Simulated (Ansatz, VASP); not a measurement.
**NaH: VASP beside Ansatz**

The input POSCAR:

```
NaH
1.0
   -0.0871033519      2.4101454511      2.4101454511
    2.4101454511     -0.0871033519      2.4101454511
    2.4101454511      2.4101454511     -0.0871033519
Na H
1 1
Direct
    0.0000000000      0.0000000000      0.0000000000
    0.5000000000      0.5000000000      0.5000000000
```

INCAR.step1

```
PREC     = Accurate       # precision mode
ENCUT    = 520            # plane-wave cutoff, eV
ISMEAR   = 0              # smearing method
SIGMA    = 0.01           # smearing width, eV
LREAL    = False          # projectors in reciprocal space
LASPH    = True           # aspherical terms in the spheres
NELM     = 60             # most SCF steps
NBANDS   = 11             # bands
GGA      = PE             # functional
ALGO     = Normal         # electronic algorithm
EDIFF    = 1E-4           # SCF threshold, eV
LWAVE    = True           # write WAVECAR
LCHARG   = False          # write CHGCAR
```

INCAR.step2

```
PREC     = Accurate       # precision mode
ENCUT    = 520            # plane-wave cutoff, eV
EDIFF    = 1E-6           # SCF threshold, eV
ISMEAR   = 0              # smearing method
SIGMA    = 0.01           # smearing width, eV
LREAL    = False          # projectors in reciprocal space
LASPH    = True           # aspherical terms in the spheres
NELM     = 60             # most SCF steps
ALGO     = Normal         # electronic algorithm
ISIF     = 2              # what is computed and relaxed
LWAVE    = False          # write WAVECAR
LCHARG   = False          # write CHGCAR
METAGGA  = R2SCAN         # meta-GGA
LMIXTAU  = True         
NBANDS   = 11             # bands
ISTART   = 1
```

The input KPOINTS:

```
regular mesh
0
Gamma
  10 10 10
```

Input for Ansatz:

```yaml
crystal:
  lattice:
    - [-0.0871033519, 2.4101454511, 2.4101454511]
    - [2.4101454511, -0.0871033519, 2.4101454511]
    - [2.4101454511, 2.4101454511, -0.0871033519]
  atoms:
    - { symbol: Na, position: [0.0, 0.0, 0.0] }
    - { symbol: H, position: [0.5, 0.5, 0.5] }
kpoints:
  mp_grid: { grid: [10, 10, 10] }
  band_path:
    path:
      - [0.0, 0.0, 0.0]
      - [0.5, 0.0, 0.5]
      - [0.625, 0.25, 0.625]
      - [0.375, 0.375, 0.75]
      - [0.5, 0.5, 0.5]
      - [0.5, 0.25, 0.75]
      - [0.265625, -0.5, -0.270833]
      - [0.0, 0.0, 0.5]
    npoints: 1
hamiltonian:
  xc: r2scan
scf:
  occupations: { method: fixed }
  n_extra_bands: 4
output:
  forces: true
  stress: true
  eigenvalues: true
```

Change from the starting cell: epitaxial_111 strain +4.2%.

Alike in both runs: task single point; functional r2SCAN; k mesh 10 × 10 × 10; no spin polarisation.

```csv
,VASP,Ansatz
version,VASP 6.6.1,Ansatz 0.2.0
potentials or method,"VASP PAW PBE potentials, release 64 (Na_pv, H)","plane waves, PAW"
plane-wave cutoff (eV),520,500
occupations,"gaussian, width 0.01 eV",fixed
valence electrons in the cell,8,10
```

```csv
,VASP,Ansatz,Ansatz less VASP
gap on the k mesh at the Fermi level (eV),4.20,4.18,-0.012
pressure (GPa),-1.8,-1.5,+0.30
"traceless stress, the component that is largest in VASP (GPa)",0.73,0.74,+0.013
```

VASP's potentials were made for PBE, not for r2SCAN. VASP's potentials hold 8 valence electrons a cell and Ansatz's 10, so a difference there can come from the potentials and not from the codes.
